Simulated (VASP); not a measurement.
Wanted: the native input for a VASP 6.6.1 run.

```yaml
Task: single point
Functional: PBEsol
Potentials_or_basis: VASP PAW PBE potentials, release 64 (Cu)
Cutoff: 520 eV
k_mesh: 24 × 24 × 12
Occupations: gaussian, width 0.1 eV
Spin: no spin polarisation
Dipole_correction: no
Further_INCAR_settings: ALGO = Fast; EDIFF = 1e-06; NBANDS = 18
```

The structure of Cu lies in POSCAR:

```
Cu
1.0
    2.5205910253      0.0000000000      0.0000000000
   -1.2602955127      2.1828958605      0.0000000000
    0.0000000000      0.0000000000      4.3635146629
Cu
2
Direct
    0.3333333333      0.6666666667      0.2500000000
    0.6666666667      0.3333333333      0.7500000000
```

This isn't the form of Cu at room conditions, which is fcc.

This cell differs from its parent crystal: strain along c alone, the other axes held: +6.0 %.

One way to write it, as run:

INCAR

```
PREC = Accurate
ENCUT = 520
EDIFF = 1E-6
ISMEAR = 0
SIGMA = 0.1
LREAL = False
LASPH = True
NELM = 60
ALGO = Fast
ISIF = 2
LWAVE = False
LCHARG = False
GGA = PS
NBANDS = 18
```

KPOINTS

```
regular mesh
0
Gamma
  24 24 12
```

Potentials or basis: VASP PAW PBE potentials, release 64 (Cu).

Run with:

```console
$ cat potpaw_PBE.64/Cu/POTCAR > POTCAR
$ mpirun -np 1 vasp_std > vasp.out
```

It gave:

The pressure is -7.5 GPa and the band gap on the k mesh is zero (bands 11 and 12 overlap by 6.20 eV).

Caveat: the cell differs from its parent crystal (strain along c alone, the other axes held: +6.0 %); the stress differs along the axes, from -13 to -5 GPa; the PAW data sets were made with another functional, which shifts forces and pressure a little.

Run time: 4.4 min on 1 thread of Intel Xeon 8259CL (shared host), peak memory 0.26 GiB.
